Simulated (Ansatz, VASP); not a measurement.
One calculation of MgO, two programs

```xyz
2
Lattice="0.0000 2.1022 2.1022 2.1022 0.0000 2.1022 2.1022 2.1022 0.0000" Properties=species:S:1:pos:R:3 pbc="T T T"
Mg    0.0000    0.0000    0.0000
O     2.1022    2.1022    2.1022
```

Alike in both runs: task single point; functional PBEsol; k mesh 8 × 8 × 8; occupations fermi-dirac, width 0.5 eV; no spin polarisation.

|  | VASP | Ansatz |
| --- | --- | --- |
| version | VASP 6.6.1 | Ansatz 0.2.0 |
| potentials or method | VASP PAW PBE potentials, release 64 (Mg, O) | plane waves |
| plane-wave cutoff (eV) | 600 | 420 |
| valence electrons in the cell | 8 | 16 |

|  | VASP | Ansatz | Ansatz less VASP |
| --- | --- | --- | --- |
| pressure (GPa) | 0.5 | 1.2 | +0.71 |

VASP's potentials were made for PBE, not for PBEsol. VASP's potentials hold 8 valence electrons a cell and Ansatz's 16, so a difference there can come from the potentials and not from the codes.
